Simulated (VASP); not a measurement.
Crystal: Be2CdO3.

```
Be Cd O
1.0
     2.95000    0.00000    0.00000
    -1.47500    2.55477    0.00000
     0.00000    0.00000    8.28000
Be Cd O
2 1 3
Direct
  0.66667 0.33333 0.65000
  0.33333 0.66667 0.35500
  0.00000 0.00000 0.00000
  0.66667 0.33333 0.85000
  0.33333 0.66667 0.56000
  0.00000 0.00000 0.26000
```

| Item | Value |
| --- | --- |
| Program | VASP 6.6.1 |
| Task | relaxation of cell and atoms |
| Functional | PBE |
| Potentials or basis | VASP PAW PBE potentials, release 64 (Be, Cd, O) |
| Cutoff | 600 eV |
| k mesh | 5 × 5 × 2 |
| Occupations | gaussian, width 0.15 eV |
| Spin | no spin polarisation |

At the start: pressure -6.2 GPa; volume 10.40 Å³/atom.

Where does the relaxation end?

Over 8 steps the energy falls by 123.2 meV/atom and the volume is 9.75 Å³/atom (-6.2 %); space group P3m1 (No. 156, to 0.1 Å) before and after.

Step by step:
```
step  energy change (eV)  largest force (eV/Å)  pressure (GPa)  volume (Å³)
   1              0.0000                2.7040           -6.24        62.40
   2             -0.4957                2.8430            1.70        58.71
   3             -0.5437                1.9854           -0.88        59.54
   4             -0.7245                0.6567            1.82        58.13
   5             -0.7251                0.5768            1.60        58.22
   6             -0.7355                0.2270           -1.17        58.82
   7             -0.7373                0.1945           -0.43        58.65
   8             -0.7392                0.0423           -0.13        58.52
```

Final structure:
```
Be Cd O
1.0
     2.94853    0.00000    0.00000
    -1.47427    2.55351    0.00000
     0.00000    0.00000    7.77234
Be Cd O
2 1 3
Direct
  0.66667 0.33333 0.63364
  0.33333 0.66667 0.35497
  0.00000 0.00000 0.00489
  0.66667 0.33333 0.83594
  0.33333 0.66667 0.55984
  0.00000 0.00000 0.28572
```

Caveat: the k points lie up to 0.49 Å⁻¹ apart in the final cell; the relaxation stopped at a loose force limit of 0.08 eV/Å, so its end isn't a converged minimum.
